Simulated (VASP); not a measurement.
# BeH in VASP: a series of runs

BeH is run at these levels: PBE; tasks: single point.

Everything below comes from runs of VASP 6.6.1. Logs are shortened: lines on timing, memory, paths and dates and some standing lists are left out, and cuts for length are marked.

**1. The cell of the first run**

The typed cell holds 8 atoms: a = 5.522 Å, b = 5.522 Å, c = 3.996 Å, α = 90.00°, β = 90.00°, γ = 128.78°.

The cell was generated, and may not be a known phase.

**2. Single point, PBE**

INCAR reads:

```
  ALGO = Normal
  EDIFF = 1E-7
  ENCUT = 520
  GGA = PE
  ISIF = 2
  ISMEAR = 0
  LASPH = True
  LCHARG = False
  LREAL = False
  LWAVE = False
  NBANDS = 16
  NELM = 60
  PREC = Accurate
  SIGMA = 0.1
```

KPOINTS reads:

```
k-points
0
Gamma
  6 6 4
```

POSCAR reads:

```
BeH
1.0
    2.3870386303     -4.9795089401      0.0000000000
    2.3870386303      4.9795089401      0.0000000000
    0.0000000000      0.0000000000      3.9963639525
Be H
4 4
Direct
    0.2500573392      0.2500573392      0.2415156992
    0.7499426608      0.7499426608      0.2415156992
    0.2500573392      0.2500573392      0.7584843008
    0.7499426608      0.7499426608      0.7584843008
    1.1414879847      0.3587849953      0.0000000000
    0.6412150047     -0.1414879847      0.0000000000
   -0.1414879847      0.6412150047      0.0000000000
    0.3587849953      1.1414879847      0.0000000000
```

Potentials or basis: VASP PAW PBE potentials, release 64 (Be, H).

Command:

```bash
$ cat potpaw_PBE.64/Be/POTCAR potpaw_PBE.64/H/POTCAR > POTCAR
$ mpirun -np 1 vasp_std > vasp.out
```

OUTCAR:

```text
EDIFF = 1E-7
   ENCUT = 520
   GGA = PE
   ISIF = 2
   ISMEAR = 0
   LASPH = True
   LREAL = False
   NELM = 60
   PREC = Accurate

 ion  position               nearest neighbor table
   1  0.250  0.250  0.242-   5 1.45   8 1.45   3 1.93   3 2.07   2 2.39   2 2.39
   2  0.750  0.750  0.242-   6 1.45   7 1.45   4 1.93   4 2.07   1 2.39   1 2.39
   3  0.250  0.250  0.758-   5 1.45   8 1.45   1 1.93   1 2.07   4 2.39   4 2.39
   4  0.750  0.750  0.758-   6 1.45   7 1.45   2 1.93   2 2.07   3 2.39   3 2.39
   5  0.141  0.359  0.000-   1 1.45   3 1.45
   6  0.641  0.859  0.000-   2 1.45   4 1.45
   7  0.859  0.641  0.000-   2 1.45   4 1.45
   8  0.359  0.141  0.000-   1 1.45   3 1.45

  LATTYP: Found a base centered orthorhombic cell.
 ALAT       =     4.7740772606
 B/A-ratio  =     2.0860613133
 C/A-ratio  =     0.8370966229

  Lattice vectors:

 A1 = (   2.3870386303,  -4.9795089401,   0.0000000000)
 A2 = (   2.3870386303,   4.9795089401,   0.0000000000)
 A3 = (   0.0000000000,   0.0000000000,   3.9963639525)

Analysis of symmetry for initial positions (statically):
=====================================================================
 Subroutine PRICEL returns:
 Original cell was already a primitive cell.

 Routine SETGRP: Setting up the symmetry group for a
 base centered orthorhombic supercell.

 Subroutine GETGRP returns: Found  8 space group operations
 (whereof  8 operations were pure point group operations)
 out of a pool of  8 trial point group operations.

The static configuration has the point symmetry D_2h.

Analysis of symmetry for dynamics (positions and initial velocities):
=====================================================================
 Subroutine PRICEL returns:
 Original cell was already a primitive cell.

 Routine SETGRP: Setting up the symmetry group for a
 base centered orthorhombic supercell.

 Subroutine GETGRP returns: Found  8 space group operations
 (whereof  8 operations were pure point group operations)
 out of a pool of  8 trial point group operations.

The dynamic configuration has the point symmetry D_2h.

 Subroutine INISYM returns: Found  8 space group operations
 (whereof  8 operations are pure point group operations),
 and found     1 'primitive' translations
[... 110 lines left out ...]
   NSW    =      0    number of steps for IOM
   IBRION =     -1    ionic relax: 0-MD 1-quasi-New 2-CG
   NFREE  =      0    steps in history (QN), initial steepest desc. (CG)
   ISIF   =      2    stress and relaxation
   ISYM   =      2    0-nonsym 1-usesym 2-fastsym
   POTIM  = 0.5000    time-step for ionic-motion
   TEBEG  =    0.0;   TEEND  =   0.0 temperature during run
   PSTRESS=    0.0 pullay stress
   NELECT =      12.0000    total number of electrons
   NUPDOWN=      -1.0000    fix difference up-down
   EMIN   =  10.00;   EMAX   =-10.00  energy-range for DOS
   EFERMI =   0.00;   METHOD = LEGACY
   ISMEAR =     0;   SIGMA  =   0.10  broadening in eV -4-tet -1-fermi 0-gaus
   EFERMI_NEDOS =   21; number of points for ismear=-14 and -15
   IALGO  =     38    algorithm
   IMIX   =      4    mixing-type and parameters
     AMIX     =   0.40;   BMIX     =  1.00
     AMIX_MAG =   1.60;   BMIX_MAG =  1.00
  volume/ion in A,a.u.               =      11.88        80.14
  Fermi-wavevector in a.u.,A,eV,Ry     =   0.821400  1.552222  9.179832  0.674699
  Thomas-Fermi vector in A             =   1.932553
   LORBIT       =      0    0 simple, 1 ext, 2 COOP (PROOUT), +10 PAW based schemes
   GGA     = PE    functional components
   LHFCALC =     F    Hartree Fock is set to
   AEXX    =    0.0000 exact exchange contribution
   IVDW    =     0    specifies the selected vdW correction
   LEPSILON=     F    determine dielectric tensor
   LRPA    =     F    only Hartree local field effects (RPA)
 non-spin polarized calculation
 Gauss-broadening in eV      SIGMA  =   0.10
  energy-cutoff  :      520.00
  volume of cell :       95.00
 maximum number of plane-waves:      2570
 NGX is ok and might be reduce to    42

 number of electron      11.9999998 magnetization

 Free energy of the ion-electron system (eV)
  ---------------------------------------------------
  ext. energy  EPLUGINS =         0.00000000
  ---------------------------------------------------
  free energy    TOTEN  =       -25.68945918 eV

  energy without entropy =      -25.68945915  energy(sigma->0) =      -25.68945916

 E-fermi :  -0.2946     XC(G=0):  -7.0486

 val. band max:       -0.6260121700   @ k =   0.0000   0.0000   0.5000
 cond. band min:       0.0515403060   @ k =   0.5000   0.3333   0.5000
 fundamental gap:      0.6775524760
 Fermi energy:        -0.2946117217

 k-point     1 :       0.0000    0.0000    0.0000
  band No.  band energies     occupation
      1      -8.9012      2.00000
      2      -4.9044      2.00000
      3      -4.8014      2.00000
      4      -2.7667      2.00000
      5      -2.5499      2.00000
      6      -2.4558      2.00000
[... 433 lines left out ...]
      3      -5.0906      2.00000
      4      -3.4524      2.00000
      5      -2.2583      2.00000
      6      -1.5614      2.00000
[... 8 lines left out ...]
     15       8.9655      0.00000
     16      10.1603      0.00000

 [... further k-points ...]

------------------------ aborting loop because EDIFF is reached ----------------------------------------

  FORCE on cell =-STRESS in cart. coord.  units (eV):
  Direction    XX          YY          ZZ          XY          YZ          ZX
  --------------------------------------------------------------------------------------
  -------------------------------------------------------------------------------------
  Total       -0.0550333      0.0908802     -0.0278236      0.0000000      0.0000000      0.0000000
  in kB       -0.9281013      1.5326361     -0.4692264      0.0000000      0.0000000      0.0000000
  external PRESSURE =       0.0451028 kB  Pullay stress =       0.0000000 kB

 VOLUME and BASIS-vectors are now :
 -----------------------------------------------------------------------------
  energy-cutoff  :      520.00
  volume of cell :       95.00
      direct lattice vectors                 reciprocal lattice vectors
     2.387038630 -4.979508940  0.000000000     0.209464562 -0.100411508  0.000000000
     2.387038630  4.979508940  0.000000000     0.209464562  0.100411508  0.000000000
     0.000000000  0.000000000  3.996363952     0.000000000  0.000000000  0.250227460

 POSITION                                       TOTAL-FORCE (eV/Angst)
 -----------------------------------------------------------------------------------
      1.19379      0.00000      0.96518        -0.002331      0.000000      0.026484
      3.58028      0.00000      0.96518         0.002331      0.000000      0.026484
      1.19379      0.00000      3.03118        -0.002331      0.000000     -0.026484
      3.58028      0.00000      3.03118         0.002331      0.000000     -0.026484
      1.19417      1.08203      0.00000        -0.001891      0.003132      0.000000
      3.57991      1.08203      0.00000         0.001891      0.003132     -0.000000
      3.57991     -1.08203      0.00000         0.001891     -0.003132      0.000000
      1.19417     -1.08203      0.00000        -0.001891     -0.003132      0.000000
 -----------------------------------------------------------------------------------
    total drift:                                0.000000      0.000000     -0.000000

  FREE ENERGIE OF THE ION-ELECTRON SYSTEM (eV)
  ---------------------------------------------------
  free  energy   TOTEN  =       -25.6894591752 eV

  energy  without entropy=      -25.6894591540  energy(sigma->0) =      -25.68945916
```

Wall time 38 s (1 thread of AMD EPYC 9R45 (Zen 5), shared host); peak memory 0.2 GiB.

What came out:

```
Free energy            : -25.6895 eV
Pressure               : 0.0 GPa
Largest force          : 0.027 eV/Å
Band gap on the k mesh : 0.68 eV
```

Forces in eV/Å, atoms in the order of the input:
```
Be  -0.002  0.000  0.026
Be   0.002  0.000  0.026
Be  -0.002  0.000 -0.026
Be   0.002  0.000 -0.026
H   -0.002  0.003  0.000
H    0.002  0.003  0.000
H    0.002 -0.003  0.000
H   -0.002 -0.003  0.000
```

**3. Single point, PBE**

This run uses another cell than the first one: it holds 4 atoms, not 8.

INCAR reads:

```
PREC     = Accurate       # precision mode
ENCUT    = 520            # plane-wave cutoff, eV
EDIFF    = 1E-6           # SCF threshold, eV
ISMEAR   = 0              # smearing method
SIGMA    = 0.02           # smearing width, eV
LREAL    = False          # projectors in reciprocal space
LASPH    = True           # aspherical terms in the spheres
NELM     = 60             # most SCF steps
ALGO     = Normal         # electronic algorithm
ISIF     = 2              # what is computed and relaxed
LWAVE    = False          # write WAVECAR
LCHARG   = True           # write CHGCAR
GGA      = PE             # functional
LELF     = True           # ELF
LVHAR    = True         
NBANDS   = 11             # bands
```

KPOINTS reads:

```
regular mesh
0
Gamma
  12 8 6
```

POSCAR reads:

```
BeH
1.0
    2.3853985990      0.0000000000      0.0000000000
    0.0000000000      3.9933718702      0.0000000000
    0.0000000000      0.0000000000      5.3041504936
Be H
2 2
Direct
    0.5000000000      0.2416028830      0.0000000000
    0.5000000000      0.7583971170      0.0000000000
    0.5000000000      0.0000000000      0.7961655449
    0.5000000000      0.0000000000      0.2038344551
```

Potentials or basis: VASP PAW PBE potentials, release 64 (Be, H).

Command:

```bash
$ cat potpaw_PBE.64/Be/POTCAR potpaw_PBE.64/H/POTCAR > POTCAR
$ mpirun -np 1 vasp_std > vasp.out
```

OUTCAR:

```text
PREC = Accurate
   ENCUT = 520
   EDIFF = 1E-6
   ISMEAR = 0
   LREAL = False
   LASPH = True
   NELM = 60
   ISIF = 2
   GGA = PE

 ion  position               nearest neighbor table
   1  0.500  0.242  0.000-   3 1.45   4 1.45   2 1.93   2 2.06
   2  0.500  0.758  0.000-   3 1.45   4 1.45   1 1.93   1 2.06
   3  0.500  0.000  0.796-   1 1.45   2 1.45
   4  0.500  0.000  0.204-   1 1.45   2 1.45

  LATTYP: Found a simple orthorhombic cell.
 ALAT       =     2.3853985990
 B/A-ratio  =     1.6740899705
 C/A-ratio  =     2.2235908480

  Lattice vectors:

 A1 = (   2.3853985990,   0.0000000000,   0.0000000000)
 A2 = (   0.0000000000,   3.9933718702,   0.0000000000)
 A3 = (   0.0000000000,   0.0000000000,   5.3041504936)

Analysis of symmetry for initial positions (statically):
=====================================================================
 Subroutine PRICEL returns:
 Original cell was already a primitive cell.

 Routine SETGRP: Setting up the symmetry group for a
 simple orthorhombic supercell.

 Subroutine GETGRP returns: Found  8 space group operations
[... 184 lines left out ...]
      6       5.7241      0.00000
      7       6.2956      0.00000
      8       9.9086      0.00000
      9      11.0588      0.00000
     10      12.8759      0.00000
     11      13.4968      0.00000
[... 309 lines left out ...]
 k-point    24 :       0.1667    0.3750    0.0000
  band No.  band energies     occupation
      1      -8.1932      2.00000
      2      -4.3319      2.00000
      3      -3.9444      2.00000
      4       2.1884      0.00000
      5       4.0367      0.00000
      6       5.6865      0.00000
      7       6.7275      0.00000
      8       8.2401      0.00000
      9      12.2965      0.00000
     10      13.5104      0.00000
     11      13.8067      0.00000

 [... further k-points ...]

------------------------ aborting loop because EDIFF is reached ----------------------------------------

  FORCE on cell =-STRESS in cart. coord.  units (eV):
  Direction    XX          YY          ZZ          XY          YZ          ZX
  --------------------------------------------------------------------------------------
  -------------------------------------------------------------------------------------
  Total       -0.0165062      0.0111898      0.0105966      0.0000000      0.0000000      0.0000000
  in kB       -0.5234101      0.3548256      0.3360167      0.0000000      0.0000000      0.0000000
  external PRESSURE =       0.0558107 kB  Pullay stress =       0.0000000 kB

 VOLUME and BASIS-vectors are now :
 -----------------------------------------------------------------------------
  energy-cutoff  :      520.00
  volume of cell :       50.53
      direct lattice vectors                 reciprocal lattice vectors
     2.385398599  0.000000000  0.000000000     0.419217149  0.000000000  0.000000000
     0.000000000  3.993371870  0.000000000     0.000000000  0.250414946  0.000000000
     0.000000000  0.000000000  5.304150494     0.000000000  0.000000000  0.188531604

 POSITION                                       TOTAL-FORCE (eV/Angst)
 -----------------------------------------------------------------------------------
      1.19270      0.96481      0.00000         0.000000      0.028233     -0.000000
      1.19270      3.02856      0.00000        -0.000000     -0.028233     -0.000000
      1.19270      0.00000      4.22298         0.000000      0.000000     -0.014293
      1.19270      0.00000      1.08117         0.000000     -0.000000      0.014293
 -----------------------------------------------------------------------------------
    total drift:                                0.000000     -0.000000      0.000000

  FREE ENERGIE OF THE ION-ELECTRON SYSTEM (eV)
  ---------------------------------------------------
  free  energy   TOTEN  =       -12.8546765327 eV

  energy  without entropy=      -12.8546765327  energy(sigma->0) =      -12.85467653
```

stdout:

```text
POSCAR found type information on POSCAR BeH
 POSCAR found :  2 types and       4 ions
 scaLAPACK will be used
 LDA part: xc-table for (Slater+PW92), standard interpolation
 POSCAR, INCAR and KPOINTS ok, starting setup
 FFT: planning ... GRIDC
 FFT: planning ... GRID_SOFT
 FFT: planning ... GRID
 WAVECAR not read
 entering main loop
```

It took 31 s on 1 thread of AMD EPYC 9R45 (Zen 5), shared host; peak memory 0.17 GiB.

Results:

| Property | Result |
| --- | --- |
| Free energy | -12.8547 eV |
| Pressure | 0.0 GPa |
| Largest force | 0.028 eV/Å |
| Band gap on the k mesh | 0.71 eV (least direct gap 0.89 eV) |

Forces on the atoms (eV/Å):
```
Be   0.000  0.028  0.000
Be   0.000 -0.028  0.000
H    0.000  0.000 -0.014
H    0.000  0.000  0.014
```

Stress tensor (GPa, compression positive):
```
-0.05  0.00  0.00
 0.00  0.04  0.00
 0.00  0.00  0.03
```

Levels at points of the mesh, in eV from the valence-band top:
| k point | band 1 | band 2 | band 3 | band 4 | band 5 | band 6 |
| --- | --- | --- | --- | --- | --- | --- |
| (0.00, 0.00, 0.00) | -8.22 | -4.39 | -2.12 | 3.60 | 3.96 | 6.65 |
| (0.50, 0.00, 0.00) | -4.29 | -1.88 | -1.59 | 2.20 | 5.47 | 8.13 |
| (0.00, 0.50, 0.00) | -7.75 | -3.82 | -3.82 | 2.08 | 4.81 | 6.53 |
| (0.50, 0.50, 0.00) | -4.18 | -1.21 | -0.04 | 0.85 | 1.85 | 6.37 |
| (0.00, 0.00, 0.50) | -8.11 | -4.79 | -2.08 | 4.12 | 5.80 | 6.21 |
| (0.50, 0.00, 0.50) | -4.20 | -1.83 | -1.82 | 2.25 | 5.49 | 6.81 |
| (0.00, 0.50, 0.50) | -7.65 | -4.17 | -3.73 | 1.35 | 7.74 | 8.44 |
| (0.50, 0.50, 0.50) | -4.10 | -1.42 | 0.00 | 0.89 | 1.93 | 5.96 |

(Continued in part 2 of 2.)
